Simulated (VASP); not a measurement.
# SnO2: single point with LDA

The system is SnO2.

```
Sn O
1.0
     4.88206    0.00000    0.00000
     0.00000    4.88266    0.00000
     0.00000    0.00000    3.29834
Sn O
2 4
Direct
  0.50000 0.50000 0.50000
  0.00000 0.00000 0.00000
  0.30598 0.30618 0.00000
  0.80598 0.19382 0.50000
  0.19402 0.80618 0.50000
  0.69402 0.69382 0.00000
```

```json
{
 "Program": "VASP 6.6.1",
 "Task": "single point",
 "Functional": "LDA",
 "Potentials or basis": "VASP PAW LDA potentials, release 64 (Sn_d, O)",
 "Cutoff": "520 eV",
 "k mesh": "6 × 6 × 8",
 "Occupations": "gaussian, width 0.05 eV",
 "Spin": "no spin polarisation",
 "Dipole correction": "no",
 "Further INCAR settings": "ALGO = Normal; EDIFF = 1e-06; NBANDS = 35"
}
```

```
Pressure               : -16.2 GPa
Largest force          : 0.274 eV/Å
Band gap on the k mesh : 0.10 eV
```

Forces in eV/Å, atoms in the order of the input:
```
Sn   0.000  0.000  0.000
Sn   0.000  0.000  0.000
O    0.195  0.193  0.000
O    0.195 -0.193  0.000
O   -0.195  0.193  0.000
O   -0.195 -0.193  0.000
```

Stress tensor (GPa, compression positive):
```
-14.76   0.00   0.00
  0.00 -14.76   0.00
  0.00   0.00 -19.19
```

Levels at points of the mesh, in eV from the valence-band top:
| k point | band 22 | band 23 | band 24 | band 25 | band 26 | band 27 | band 28 | band 29 | band 30 | band 31 |
| --- | --- | --- | --- | --- | --- | --- | --- | --- | --- | --- |
| (0.00, 0.00, 0.00) | -1.33 | -1.33 | -0.73 | -0.73 | 0.00 | 0.10 | 5.06 | 5.54 | 5.54 | 9.34 |
| (0.50, 0.00, 0.00) | -1.89 | -1.27 | -1.27 | -0.59 | -0.59 | 3.34 | 3.34 | 6.27 | 6.27 | 9.78 |
| (0.00, 0.50, 0.00) | -1.89 | -1.27 | -1.27 | -0.59 | -0.59 | 3.34 | 3.34 | 6.27 | 6.27 | 9.78 |
| (0.50, 0.50, 0.00) | -1.88 | -1.40 | -1.40 | -0.82 | -0.82 | 3.69 | 3.69 | 6.62 | 6.62 | 9.88 |
| (0.00, 0.00, 0.50) | -2.63 | -1.48 | -1.48 | -1.14 | -1.14 | 4.94 | 4.94 | 8.80 | 8.80 | 9.62 |
| (0.50, 0.00, 0.50) | -1.67 | -0.97 | -0.97 | -0.79 | -0.79 | 5.19 | 5.19 | 7.08 | 7.08 | 9.84 |
| (0.00, 0.50, 0.50) | -1.67 | -0.98 | -0.98 | -0.79 | -0.79 | 5.19 | 5.19 | 7.07 | 7.07 | 9.84 |
| (0.50, 0.50, 0.50) | -2.44 | -0.89 | -0.89 | -0.74 | -0.74 | 3.75 | 3.75 | 8.13 | 8.13 | 9.84 |

Run time: 4.6 min on 1 thread of Intel Xeon 8259CL, with other jobs on the host, peak memory 0.28 GiB.

Caveat: the cell stands under tension; semilocal functionals underestimate gaps, and a narrow one can read as zero; spin-orbit coupling is left out, which moves the levels of the heavy elements.
